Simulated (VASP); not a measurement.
TaN: single point with PBEsol

Crystal: TaN.

```
CELL_PARAMETERS angstrom
2.81440 0.00000 0.00000
-1.40720 2.43734 0.00000
0.00000 0.00000 2.76310
ATOMIC_POSITIONS crystal
Ta 0.33333 0.66667 0.50000
N 0.00000 0.00000 0.00000
```

- Program: VASP 6.6.1
- Task: single point
- Functional: PBEsol
- Potentials or basis: VASP PAW PBE potentials, release 64 (Ta_pv, N)
- Cutoff: 520 eV
- k mesh: 18 × 18 × 16
- Occupations: gaussian, width 0.15 eV
- Spin: no spin polarisation
- Dipole correction: no
- Further INCAR settings: ALGO = Normal; EDIFF = 1e-06; NBANDS = 15

```json
{"Pressure": "54.9 GPa", "Band gap on the k mesh": "zero (band 8 reaches 9.83 eV, above the bottom of band 9 at 9.33 eV)"}
```

Stress tensor (GPa, compression positive):
```
52.72  0.00  0.00
 0.00 52.72  0.00
 0.00  0.00 59.28
```

Levels at points of the mesh, in eV from the Fermi level:
```
           k point  band 4  band 5  band 6  band 7  band 8  band 9  band 10  band 11  band 12  band 13
(0.00, 0.00, 0.00)  -18.71   -5.13   -5.13   -4.85   -3.01    3.23     4.25     4.25     4.78     4.78
(0.50, 0.00, 0.00)  -15.86   -9.00   -5.85   -4.05   -3.35    3.54     4.88     6.00     6.33     8.77
(0.00, 0.00, 0.50)  -15.19  -10.16   -4.19   -4.19   -0.13   -0.13     2.85     3.71     3.71     9.34
(0.50, 0.00, 0.50)  -16.55   -8.08   -6.65   -6.44    0.01    5.15     6.45     7.33     8.40    12.10
```

Run time: 56 s on 1 thread of Intel(R) Xeon(R) Platinum 8259CL CPU @ 2.50GHz (Skylake/Cascade Lake) (shared host), peak memory 0.22 GiB.

Caveat: the PAW data sets were made with another functional, which shifts forces and pressure a little; spin-orbit coupling is left out, which moves the levels of the heavy elements.
